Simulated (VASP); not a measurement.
# Zn2C3 (P-3m1) in VASP: notebook, part 3 of 3

VASP 6.6.1. Earlier steps stand in the parts before.

### 5 Single point, PBE

Input file INCAR:

```
PREC     = Accurate       # precision mode
ENCUT    = 520            # plane-wave cutoff, eV
EDIFF    = 1E-6           # SCF threshold, eV
ISMEAR   = 0              # smearing method
SIGMA    = 0.1            # smearing width, eV
LREAL    = F              # projectors in reciprocal space
LASPH    = T              # aspherical terms in the spheres
NELM     = 80             # most SCF steps
ALGO     = Normal         # electronic algorithm
ISIF     = 2              # what is computed and relaxed
LWAVE    = F              # write WAVECAR
LCHARG   = F              # write CHGCAR
GGA      = PE             # functional
NBANDS   = 26             # bands
```

Input file KPOINTS:

```
Automatic mesh
0
Gamma
  18 18 6
```

Input file POSCAR:

```
Zn2C3
1.0
    2.6765291143      0.0000000000      0.0000000000
   -1.3382645571      2.3179422069      0.0000000000
    0.0000000000      0.0000000000      7.6069089361
Zn C
2 3
Direct
    0.3333333333      0.6666666667      0.1966783086
    0.6666666667      0.3333333333      0.8033216914
    0.0000000000      0.0000000000      0.0000000000
    0.3333333333      0.6666666667      0.4773328151
    0.6666666667      0.3333333333      0.5226671849
```

Potentials or basis: VASP PAW PBE potentials, release 64 (Zn, C).

Command:

```console
$ cat potpaw_PBE.64/Zn/POTCAR potpaw_PBE.64/C/POTCAR > POTCAR
$ mpirun -np 1 vasp_std > vasp.out
```

OUTCAR:

```text
PREC = Accurate
   ENCUT = 520
   EDIFF = 1E-6
   ISMEAR = 0
   LREAL = F
   LASPH = T
   NELM = 80
   ISIF = 2
   GGA = PE

 ion  position               nearest neighbor table
   1  0.333  0.667  0.197-   4 2.13   3 2.15   3 2.15   3 2.15
   2  0.667  0.333  0.803-   5 2.13   3 2.15   3 2.15   3 2.15
   3  0.000  0.000  0.000-   1 2.15   2 2.15   1 2.15   2 2.15   2 2.15   1 2.15
   4  0.333  0.667  0.477-   5 1.58   5 1.58   5 1.58   1 2.13
   5  0.667  0.333  0.523-   4 1.58   4 1.58   4 1.58   2 2.13

  LATTYP: Found a hexagonal cell.
 ALAT       =     2.6765291143
 C/A-ratio  =     2.8420796529

  Lattice vectors:

 A1 = (   2.6765291143,   0.0000000000,   0.0000000000)
 A2 = (  -1.3382645571,   2.3179422069,   0.0000000000)
 A3 = (   0.0000000000,   0.0000000000,   7.6069089361)

Analysis of symmetry for initial positions (statically):
=====================================================================
 Subroutine PRICEL returns:
 Original cell was already a primitive cell.

 Routine SETGRP: Setting up the symmetry group for a
 hexagonal supercell.

 Subroutine GETGRP returns: Found 12 space group operations
 (whereof 12 operations were pure point group operations)
 out of a pool of 24 trial point group operations.

The static configuration has the point symmetry D_3d.

Analysis of symmetry for dynamics (positions and initial velocities):
=====================================================================
 Subroutine PRICEL returns:
 Original cell was already a primitive cell.

 Routine SETGRP: Setting up the symmetry group for a
 hexagonal supercell.

 Subroutine GETGRP returns: Found 12 space group operations
 (whereof 12 operations were pure point group operations)
 out of a pool of 24 trial point group operations.

The dynamic configuration has the point symmetry D_3d.

[... 115 lines left out ...]
   NELECT =      36.0000    total number of electrons
   NUPDOWN=      -1.0000    fix difference up-down
   EMIN   =  10.00;   EMAX   =-10.00  energy-range for DOS
   EFERMI =   0.00;   METHOD = LEGACY
   ISMEAR =     0;   SIGMA  =   0.10  broadening in eV -4-tet -1-fermi 0-gaus
   EFERMI_NEDOS =   21; number of points for ismear=-14 and -15
   IALGO  =     38    algorithm
   IMIX   =      4    mixing-type and parameters
     AMIX     =   0.40;   BMIX     =  1.00
     AMIX_MAG =   1.60;   BMIX_MAG =  1.00
  volume/ion in A,a.u.               =       9.44        63.70
  Fermi-wavevector in a.u.,A,eV,Ry     =   1.495827  2.826703 30.443019  2.237499
  Thomas-Fermi vector in A             =   2.607922
   LORBIT       =      0    0 simple, 1 ext, 2 COOP (PROOUT), +10 PAW based schemes
   GGA     = PE    functional components
   LHFCALC =     F    Hartree Fock is set to
   AEXX    =    0.0000 exact exchange contribution
   IVDW    =     0    specifies the selected vdW correction
   LEPSILON=     F    determine dielectric tensor
   LRPA    =     F    only Hartree local field effects (RPA)
 non-spin polarized calculation
 Gauss-broadening in eV      SIGMA  =   0.10
  energy-cutoff  :      520.00
  volume of cell :       47.19
 maximum number of plane-waves:      1299
   NGX =  9   NGY =  9   NGZ = 29

 number of electron      35.9999998 magnetization

 Free energy of the ion-electron system (eV)
  ---------------------------------------------------
  ext. energy  EPLUGINS =         0.00000000
  ---------------------------------------------------
  free energy    TOTEN  =       -24.54738962 eV

  energy without entropy =      -24.54052725  energy(sigma->0) =      -24.54395844

 E-fermi :   5.3946     XC(G=0): -12.3082

 val. band max:        5.3825400320   @ k =   0.3889  -0.0000   0.5000
 cond. band min:       5.4093856317   @ k =  -0.0556   0.2778   0.3333
 fundamental gap:      0.0268455997
 Fermi energy:         5.3946298952

 k-point     1 :       0.0000    0.0000    0.0000
  band No.  band energies     occupation
      1     -12.4020      2.00000
      2      -9.1518      2.00000
      3      -4.8745      2.00000
      4      -3.1396      2.00000
      5      -2.8414      2.00000
      6      -2.4063      2.00000
[... 685 lines left out ...]
     25      14.4679      0.00000
     26      16.5198      0.00000

 [... further k-points ...]
[... 5 lines left out ...]
  --------------------------------------------------------------------------------------
  -------------------------------------------------------------------------------------
  Total        0.1969903      0.1969903      0.2949132      0.0000000     -0.0000000      0.0000000
  in kB        6.6876345      6.6876345     10.0120269      0.0000000     -0.0000000      0.0000000
  external PRESSURE =       7.7957653 kB  Pullay stress =       0.0000000 kB

 VOLUME and BASIS-vectors are now :
 -----------------------------------------------------------------------------
  energy-cutoff  :      520.00
  volume of cell :       47.19
      direct lattice vectors                 reciprocal lattice vectors
     2.676529114  0.000000000  0.000000000     0.373618204  0.215708571  0.000000000
    -1.338264557  2.317942207  0.000000000     0.000000000  0.431417141  0.000000000
     0.000000000  0.000000000  7.606908936     0.000000000  0.000000000  0.131459441

 POSITION                                       TOTAL-FORCE (eV/Angst)
 -----------------------------------------------------------------------------------
     -0.00000      1.54529      1.49611        -0.000000      0.000000      0.032607
      1.33826      0.77265      6.11079         0.000000     -0.000000     -0.032607
      0.00000      0.00000      0.00000         0.000000      0.000000     -0.000000
     -0.00000      1.54529      3.63103         0.000000      0.000000      0.016687
      1.33826      0.77265      3.97588         0.000000      0.000000     -0.016687
 -----------------------------------------------------------------------------------
    total drift:                               -0.000000      0.000000      0.000000

  FREE ENERGIE OF THE ION-ELECTRON SYSTEM (eV)
  ---------------------------------------------------
  free  energy   TOTEN  =       -24.5473896234 eV

  energy  without entropy=      -24.5405272525  energy(sigma->0) =      -24.54395844
```

It took 6.7 min on 1 thread of Oxide Virtual Turin-like, shared host; peak memory 0.28 GiB.

What came out:

- Free energy: -24.5474 eV
- Pressure: 0.8 GPa
- Largest force: 0.033 eV/Å
- Band gap on the k mesh: zero (band 18 reaches 8.16 eV, above the bottom of band 19 at 3.52 eV)

Forces on the atoms (eV/Å):
```
Zn   0.000  0.000  0.033
Zn   0.000  0.000 -0.033
C    0.000  0.000  0.000
C    0.000  0.000  0.017
C    0.000  0.000 -0.017
```

Stress tensor (GPa, compression positive):
```
0.67 0.00 0.00
0.00 0.67 0.00
0.00 0.00 1.00
```

### 6 Relaxation of cell and atoms, PBE

Input file INCAR:

```
SYSTEM = Zn2C3
PREC = Accurate ; ENCUT = 600
EDIFF = 1E-6 ; ISMEAR = 0
SIGMA = 0.1 ; LREAL = .FALSE.
LASPH = .TRUE. ; NELM = 60
ALGO = Normal ; ISIF = 3
LWAVE = .FALSE. ; LCHARG = .FALSE.
GGA = PE ; IBRION = 2
NSW = 100 ; EDIFFG = -0.01
```

Input file KPOINTS:

```
Automatic mesh
0
G
  18 18 6
  0 0 0
```

Input file POSCAR:

```
Zn2C3
1.0
    2.6806572178      0.0000000000      0.0000000000
   -1.3403286089      2.3215172495      0.0000000000
    0.0000000000      0.0000000000      7.5729151329
Zn C
2 3
Direct
    0.3333333333      0.6666666667      0.1969484006
    0.6666666667      0.3333333333      0.8030515994
    0.0000000000      0.0000000000      0.0000000000
    0.3333333333      0.6666666667      0.4770062977
    0.6666666667      0.3333333333      0.5229937023
```

Potentials or basis: VASP PAW PBE potentials, release 64 (Zn, C).

Command:

```console
$ cat potpaw_PBE.64/Zn/POTCAR potpaw_PBE.64/C/POTCAR > POTCAR
$ mpirun -np 1 vasp_std > vasp.out
```

Wall time 30 min (1 thread of Oxide Virtual Turin-like, shared host); peak memory 0.32 GiB.

The run converged. Its results:

| Property | Result |
| --- | --- |
| Free energy | -24.5502 eV |
| Relaxed volume | 9.46 Å³/atom |
| Relaxed cell | a = 2.673 Å, b = 2.673 Å, c = 7.644 Å, α = 90.00°, β = 90.00°, γ = 120.00° |
| Space group after relaxing (to 0.05 Å) | P-3m1 (No. 164) |
| Energy gained by relaxing | 0.4 meV/atom |
| Ionic steps | 11 |
| Pressure after relaxing | 0.1 GPa |
| Band gap on the k mesh | zero (band 18 reaches 8.18 eV, above the bottom of band 19 at 3.52 eV) |

Forces in eV/Å, atoms in the order of the input:
```
Zn   0.000  0.000  0.001
Zn   0.000  0.000 -0.001
C    0.000  0.000  0.000
C    0.000  0.000 -0.003
C    0.000  0.000  0.003
```

Stress tensor (GPa, compression positive):
```
0.16 0.00 0.00
0.00 0.16 0.00
0.00 0.00 0.09
```

Step by step:
| step | energy change (eV) | largest force (eV/Å) | pressure (GPa) | volume (Å³) |
| --- | --- | --- | --- | --- |
| 1 | 0.0000 | 0.0438 | 0.68 | 47.13 |
| 2 | -0.0015 | 0.0233 | -0.41 | 47.40 |
| 3 | -0.0015 | 0.0232 | -0.40 | 47.40 |
| 4 | -0.0019 | 0.0335 | 0.10 | 47.31 |
| 5 | -0.0019 | 0.0347 | 0.10 | 47.30 |
| 6 | -0.0019 | 0.0371 | 0.14 | 47.29 |
| 7 | -0.0019 | 0.0365 | 0.13 | 47.30 |
| 8 | -0.0019 | 0.0357 | 0.12 | 47.30 |
| 9 | -0.0021 | 0.0246 | -0.02 | 47.32 |
| 10 | -0.0021 | 0.0192 | -0.17 | 47.35 |
| 11 | -0.0022 | 0.0026 | 0.14 | 47.29 |

Final structure:
```
Zn C
1.0
     2.67283    0.00000    0.00000
    -1.33642    2.31474    0.00000
     0.00000    0.00000    7.64397
Zn C
2 3
Cartesian
  0.0000 1.5432 1.5106
  1.3364 0.7716 6.1334
  0.0000 0.0000 0.0000
  0.0000 1.5432 3.6503
  1.3364 0.7716 3.9937
```

Levels at points of the mesh, in eV from the Fermi level:
```tsv
k point	band 15	band 16	band 17	band 18	band 19	band 20	band 21	band 22
(0.00, 0.00, 0.00)	-3.42	-2.29	-2.29	2.80	2.80	3.62	6.43	6.61
(0.50, 0.00, 0.00)	-5.00	-3.67	-3.65	-0.47	0.97	1.43	3.96	4.13
(0.00, 0.00, 0.50)	-2.29	-2.29	-0.50	0.84	2.80	2.80	6.61	6.61
(0.50, 0.00, 0.50)	-4.98	-3.73	-3.11	-1.18	0.53	0.95	4.95	5.34
```

### 7 The runs side by side

| task | cell | k mesh | cutoff (eV) | gap on the mesh (eV) | pressure (GPa) | relaxed volume (Å³/atom) | largest force (eV/Å) |
| --- | --- | --- | --- | --- | --- | --- | --- |
| single point | a = 2.681, b = 2.681, c = 7.573 Å, angles 90.0, 90.0, 120.0°, 5 atoms | 6 × 6 × 4 | 520 | none | 0.7 | - | 0.03 |
| single point | a = 3.329, b = 3.329, c = 5.180 Å, angles 90.0, 90.0, 120.0°, 5 atoms | 6 × 6 × 4 | 520 | none | 13.3 | - | 1.57 |
| relaxation of cell and atoms | relaxed from a = 3.329, b = 3.329, c = 5.180 Å, angles 90.0, 90.0, 120.0°, 5 atoms | 6 × 6 × 4 | 600 | none | -0.1 | 9.38 | 0.02 |
| single point | a = 2.677, b = 2.677, c = 7.607 Å, angles 90.0, 90.0, 120.0°, 5 atoms | 18 × 18 × 6 | 520 | none | 0.8 | - | 0.03 |
| relaxation of cell and atoms | relaxed from a = 2.681, b = 2.681, c = 7.573 Å, angles 90.0, 90.0, 120.0°, 5 atoms | 18 × 18 × 6 | 600 | none | 0.1 | 9.46 | - |

Alike in all rows: level PBE; potentials or basis VASP PAW PBE potentials, release 64 (Zn, C); no spin polarisation; smearing gaussian 0.1 eV.

Caveats: some runs use coarse meshes; forces of over 1 eV/Å act on the atoms, so gaps and moduli don't describe the material at rest (some runs).

Absolute energies hang on the potentials; compare differences alone.
